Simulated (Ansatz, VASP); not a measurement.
**Two plane-wave programs on CdTe**

```
CELL_PARAMETERS angstrom
0.00000 3.27860 3.27860
3.27860 0.00000 3.27860
3.27860 3.27860 0.00000
ATOMIC_POSITIONS crystal
Cd 0.00000 0.00000 0.00000
Te 0.25000 0.25000 0.25000
```

Alike in both runs: functional r2SCAN; k mesh 8 × 8 × 8; occupations fermi-dirac, width 0.02 eV; no spin polarisation.

Ansatz relaxed the structure, and its values are those at the end. VASP's run is a single point on that final structure, the one shown.

|  | VASP | Ansatz |
| --- | --- | --- |
| version | VASP 6.6.1 | Ansatz 0.2.0 |
| potentials or method | VASP PAW PBE potentials, release 64 (Cd, Te), cutoff 520 eV | PAW plane waves |
| valence electrons in the cell | 18 | 36 |

|  | VASP | Ansatz | Ansatz less VASP |
| --- | --- | --- | --- |
| gap on the k mesh at the Fermi level (eV) | 1.16 | 1.16 | +0.003 |
| pressure (GPa) | 0.1 | 0.0 | -0.10 |

VASP's potentials were made for PBE, not for r2SCAN. The functional is the same, so the differences come from potentials, cutoffs and numerics. VASP's potentials hold 18 valence electrons a cell and Ansatz's 36, so a difference there can come from the potentials and not from the codes.

Neither program's run includes spin-orbit coupling.
